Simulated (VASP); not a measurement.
# Hf in VASP: notebook

Hf is run at these levels: PBE, SVWN5; tasks: single point.

Program: VASP 6.6.1. These are calculated values, not measurements. Logs are shortened: lines on timing, memory, paths and dates and some standing lists are left out, and cuts for length are marked.

### Step 1. The cell of the first run

Symmetry: Fm-3m, No. 225, cubic system. The conventional cell has a = 4.440 Å, b = 4.440 Å, c = 4.440 Å, α = 90.00°, β = 90.00°, γ = 90.00°. Hf (site symmetry m-3m) has 12 Hf at 3.14 Å within 4.1 Å.

This isn't the form of Hf at room conditions, which is hcp.

### Step 2. Single point, PBE

The input, INCAR:

```
ALGO = Normal
EDIFF = 1E-6
ENCUT = 500
GGA = PE
GGA_COMPAT = False
ISIF = 2
ISMEAR = -1
LASPH = True
LCHARG = True
LELF = True
LREAL = False
LVHAR = True
LWAVE = False
NBANDS = 11
NELM = 120
PREC = Accurate
SIGMA = 0.03
```

The input, KPOINTS:

```
k-points
0
Gamma
  6 6 6
```

The input, POSCAR:

```
Hf
1.0
    0.0000000000      2.2200000000      2.2200000000
    2.2200000000      0.0000000000      2.2200000000
    2.2200000000      2.2200000000      0.0000000000
Hf
1
Direct
    0.0000000000      0.0000000000      0.0000000000
```

Potentials or basis: VASP PAW PBE potentials, release 64 (Hf_pv).

Launch:

```
cat potpaw_PBE.64/Hf_pv/POTCAR > POTCAR
mpirun -np 1 vasp_std > vasp.out
```

OUTCAR:

```text
EDIFF = 1E-6
   ENCUT = 500
   GGA = PE
   ISIF = 2
   ISMEAR = -1
   LASPH = True
   LREAL = False
   NELM = 120
   PREC = Accurate

 ion  position               nearest neighbor table
   1  0.000  0.000  0.000-

  LATTYP: Found a face centered cubic cell.
 ALAT       =     4.4400000000

  Lattice vectors:

 A1 = (   0.0000000000,   2.2200000000,   2.2200000000)
 A2 = (   2.2200000000,   0.0000000000,   2.2200000000)
 A3 = (   2.2200000000,   2.2200000000,   0.0000000000)

Analysis of symmetry for initial positions (statically):
=====================================================================
 Subroutine PRICEL returns:
 Original cell was already a primitive cell.

 Routine SETGRP: Setting up the symmetry group for a
 face centered cubic supercell.

 Subroutine GETGRP returns: Found 48 space group operations
 (whereof 48 operations were pure point group operations)
 out of a pool of 48 trial point group operations.

The static configuration has the point symmetry O_h .

Analysis of symmetry for dynamics (positions and initial velocities):
=====================================================================
 Subroutine PRICEL returns:
 Original cell was already a primitive cell.

 Routine SETGRP: Setting up the symmetry group for a
 face centered cubic supercell.

 Subroutine GETGRP returns: Found 48 space group operations
 (whereof 48 operations were pure point group operations)
 out of a pool of 48 trial point group operations.

The dynamic configuration has the point symmetry O_h .

 Subroutine INISYM returns: Found 48 space group operations
 (whereof 48 operations are pure point group operations),
 and found     1 'primitive' translations

----------------------------------------------------------------------------------------

                                     Primitive cell

  volume of cell :      21.8821

  direct lattice vectors                    reciprocal lattice vectors
     0.000000000  2.220000000  2.220000000    -0.225225225  0.225225225  0.225225225
     2.220000000  0.000000000  2.220000000     0.225225225 -0.225225225  0.225225225
     2.220000000  2.220000000  0.000000000     0.225225225  0.225225225 -0.225225225

  length of vectors
     3.139554108  3.139554108  3.139554108     0.390101533  0.390101533  0.390101533

  position of ions in fractional coordinates (direct lattice)
     0.000000000  0.000000000  0.000000000

[... 63 lines left out ...]
   LASPH  =      T    aspherical Exc in radial PAW
   ENCUT  =  500.0 eV  36.75 Ry    6.06 a.u.   5.72  5.72  5.72*2*pi/ulx,y,z
   NELM   =    120;   NELMIN=  2; NELMDL= -5     # of ELM steps
   EDIFF  = 0.1E-05   stopping-criterion for ELM
   LREAL  =      F    real-space projection
[... 7 lines left out ...]
   TEBEG  =    0.0;   TEEND  =   0.0 temperature during run
   PSTRESS=    0.0 pullay stress
   NELECT =      10.0000    total number of electrons
   NUPDOWN=      -1.0000    fix difference up-down
   EMIN   =  10.00;   EMAX   =-10.00  energy-range for DOS
   EFERMI =   0.00;   METHOD = LEGACY
   ISMEAR =    -1;   SIGMA  =   0.03  broadening in eV -4-tet -1-fermi 0-gaus
   EFERMI_NEDOS =   21; number of points for ismear=-14 and -15
   IALGO  =     38    algorithm
   IMIX   =      4    mixing-type and parameters
     AMIX     =   0.40;   BMIX     =  1.00
     AMIX_MAG =   1.60;   BMIX_MAG =  1.00
  volume/ion in A,a.u.               =      21.88       147.67
  Fermi-wavevector in a.u.,A,eV,Ry     =   1.260991  2.382927 21.634588  1.590097
  Thomas-Fermi vector in A             =   2.394472
   LORBIT       =      0    0 simple, 1 ext, 2 COOP (PROOUT), +10 PAW based schemes
   GGA     = PE    functional components
   LHFCALC =     F    Hartree Fock is set to
   AEXX    =    0.0000 exact exchange contribution
   IVDW    =     0    specifies the selected vdW correction
   LEPSILON=     F    determine dielectric tensor
   LRPA    =     F    only Hartree local field effects (RPA)
 non-spin polarized calculation
  energy-cutoff  :      500.00
  volume of cell :       21.88
 maximum number of plane-waves:       568
   NGX = 11   NGY = 11   NGZ = 11

 number of electron      10.0000000 magnetization

 Free energy of the ion-electron system (eV)
  ---------------------------------------------------
  ext. energy  EPLUGINS =         0.00000000
  ---------------------------------------------------
  free energy    TOTEN  =        -9.85126231 eV

  energy without entropy =       -9.84347863  energy(sigma->0) =       -9.84737047

 E-fermi :   4.8358     XC(G=0): -11.3890

 val. band max:        4.7740214439   @ k =  -0.1667   0.1667   0.0000
 cond. band min:       4.8719680322   @ k =  -0.3333   0.3333   0.1667
 fundamental gap:      0.0979465882
 Fermi energy:         4.8358196067

 k-point     1 :       0.0000    0.0000    0.0000
  band No.  band energies     occupation
      1     -25.0506      2.00000
      2     -25.0506      2.00000
      3     -25.0506      2.00000
      4      -2.3906      2.00000
      5       6.2985      0.00000
      6       6.2985      0.00000
      7       6.2985      0.00000
      8       9.1721      0.00000
      9       9.1721      0.00000
     10      16.2669      0.00000
     11      18.0177      0.00000
[... 197 lines left out ...]
 k-point    16 :      -0.3333    0.5000    0.1667
  band No.  band energies     occupation
      1     -25.7467      2.00000
      2     -25.4945      2.00000
      3     -25.3738      2.00000
      4       2.5523      2.00000
      5       3.5146      2.00000
      6       5.6961      0.00000
      7       8.3945      0.00000
      8      11.9972      0.00000
      9      13.7442      0.00000
     10      14.1875      0.00000
     11      15.0063      0.00000

------------------------ aborting loop because EDIFF is reached ----------------------------------------

  FORCE on cell =-STRESS in cart. coord.  units (eV):
  Direction    XX          YY          ZZ          XY          YZ          ZX
  --------------------------------------------------------------------------------------
  -------------------------------------------------------------------------------------
  Total        0.3310243      0.3310243      0.3310243     -0.0000000     -0.0000000      0.0000000
  in kB       24.2371499     24.2371499     24.2371499     -0.0000000     -0.0000000      0.0000000
  external PRESSURE =      24.2371499 kB  Pullay stress =       0.0000000 kB

 VOLUME and BASIS-vectors are now :
 -----------------------------------------------------------------------------
  energy-cutoff  :      500.00
  volume of cell :       21.88
      direct lattice vectors                 reciprocal lattice vectors
     0.000000000  2.220000000  2.220000000    -0.225225225  0.225225225  0.225225225
     2.220000000  0.000000000  2.220000000     0.225225225 -0.225225225  0.225225225
     2.220000000  2.220000000  0.000000000     0.225225225  0.225225225 -0.225225225

 POSITION                                       TOTAL-FORCE (eV/Angst)
 -----------------------------------------------------------------------------------
      0.00000      0.00000      0.00000         0.000000      0.000000      0.000000
 -----------------------------------------------------------------------------------
    total drift:                                0.000000      0.000000     -0.000000

  FREE ENERGIE OF THE ION-ELECTRON SYSTEM (eV)
  ---------------------------------------------------
  free  energy   TOTEN  =        -9.8512623114 eV

  energy  without entropy=       -9.8434786306  energy(sigma->0) =       -9.84737047
```

stdout:

```text
POSCAR found type information on POSCAR Hf
 POSCAR found :  1 types and       1 ions
 scaLAPACK will be used
 LDA part: xc-table for (Slater+PW92), standard interpolation
 POSCAR, INCAR and KPOINTS ok, starting setup
 FFT: planning ... GRIDC
 FFT: planning ... GRID_SOFT
 FFT: planning ... GRID
 WAVECAR not read
 entering main loop
```

Run time: 2.8 s. Hardware: 1 thread of Intel Xeon Platinum 8375C at 2.90GHz (Ice Lake), shared host; peak memory 0.14 GiB.

Results:

* Free energy: -9.8513 eV
* Pressure: 2.4 GPa
* Band gap on the k mesh: zero (bands 5 and 6 overlap by 1.53 eV)

Caveat: the k points lie up to 0.41 Å⁻¹ apart, too coarse for converged energies and pressures of a metal; spin-orbit coupling is left out, which moves the levels of the heavy elements.

### Step 3. Single point, SVWN5, collinear spin (the cell strained at random)

The input, INCAR:

```
SYSTEM = Hf
ALGO = Normal ; EDIFF = 1E-6
ENCUT = 500 ; GGA = VW
GGA_COMPAT = .FALSE. ; ISIF = 2
ISMEAR = -1 ; ISPIN = 2
LASPH = .TRUE. ; LCHARG = .TRUE.
LELF = .TRUE. ; LMAXMIX = 4
LORBIT = 11 ; LREAL = .FALSE.
LVHAR = .TRUE. ; LWAVE = .FALSE.
MAGMOM = 0.5 ; NBANDS = 15
NELM = 200 ; PREC = Accurate
SIGMA = 0.1
```

The input, KPOINTS:

```
k-points
0
G
  10 10 10
  0 0 0
```

The input, POSCAR:

```
Hf
1.0
   -0.0179530000      2.1835770000      2.1876800000
    2.2520130000     -0.0406010000      2.2103280000
    2.2287910000      2.1830030000     -0.0173790000
Hf
1
Direct
    0.0000000000      0.0000000000      0.0000000000
```

Potentials or basis: VASP PAW PBE potentials, release 64 (Hf_pv).

Launch:

```
cat potpaw_PBE.64/Hf_pv/POTCAR > POTCAR
mpirun -np 1 vasp_std > vasp.out
```

Wall time 2.6 min (1 thread of Intel Xeon Platinum 8375C at 2.90GHz (Ice Lake), shared host); peak memory 0.32 GiB.

The run converged. Its results:

* Free energy: 79.1052 eV
* Pressure: -5.9 GPa
* Band gap on the k mesh: zero (filled and empty bands overlap)
* Net moment: 0.03 μB per cell
* Valence electrons inside the program's atomic spheres: Hf 8.40

Stress tensor (GPa, compression positive):
```
-6.50  1.13 -0.09
 1.13 -5.51  1.17
-0.09  1.17 -5.62
```

Levels at points of the mesh, in eV from the Fermi level:
Spin up:
| k point | band 2 | band 3 | band 4 | band 5 | band 6 | band 7 | band 8 | band 9 |
| --- | --- | --- | --- | --- | --- | --- | --- | --- |
| (0.00, 0.00, 0.00) | -29.94 | -29.92 | -7.28 | 1.08 | 1.31 | 1.57 | 3.98 | 4.32 |
| (0.50, 0.00, 0.00) | -30.06 | -30.05 | -3.73 | 0.77 | 0.96 | 1.21 | 6.12 | 6.52 |
| (0.00, 0.50, 0.00) | -30.05 | -30.02 | -3.79 | 0.60 | 0.95 | 1.36 | 6.22 | 6.36 |
| (0.50, 0.50, 0.00) | -30.29 | -30.23 | -3.36 | -2.26 | 2.81 | 6.31 | 6.86 | 7.14 |
| (0.00, 0.00, 0.50) | -30.08 | -30.04 | -3.73 | 0.77 | 0.78 | 1.40 | 6.26 | 6.43 |
| (0.50, 0.00, 0.50) | -30.28 | -30.25 | -3.35 | -2.26 | 2.84 | 6.28 | 6.89 | 7.13 |
| (0.00, 0.50, 0.50) | -30.26 | -30.21 | -3.40 | -2.22 | 2.51 | 6.34 | 6.98 | 7.02 |
| (0.50, 0.50, 0.50) | -30.09 | -30.06 | -3.68 | 0.90 | 0.91 | 1.15 | 6.23 | 6.55 |
Spin down:
```tsv
k point	band 3	band 4	band 5	band 6	band 7	band 8
(0.00, 0.00, 0.00)	-29.81	-7.24	1.12	1.35	1.62	4.03
(0.50, 0.00, 0.00)	-29.94	-3.69	0.80	1.00	1.25	6.18
(0.00, 0.50, 0.00)	-29.91	-3.75	0.64	0.99	1.40	6.27
(0.50, 0.50, 0.00)	-30.13	-3.33	-2.23	2.85	6.36	6.92
(0.00, 0.00, 0.50)	-29.93	-3.69	0.80	0.82	1.44	6.32
(0.50, 0.00, 0.50)	-30.15	-3.32	-2.23	2.88	6.33	6.95
(0.00, 0.50, 0.50)	-30.11	-3.37	-2.18	2.55	6.40	7.04
(0.50, 0.50, 0.50)	-29.96	-3.65	0.93	0.95	1.18	6.29
```

Caveat: the cell differs from its parent crystal (the cell strained at random); the cell stands under tension; the PAW data sets were made with another functional, which shifts forces and pressure a little; spin-orbit coupling is left out, which moves the levels of the heavy elements.

The gap in the log of VASP goes by the Fermi energy; the results here count the filled bands.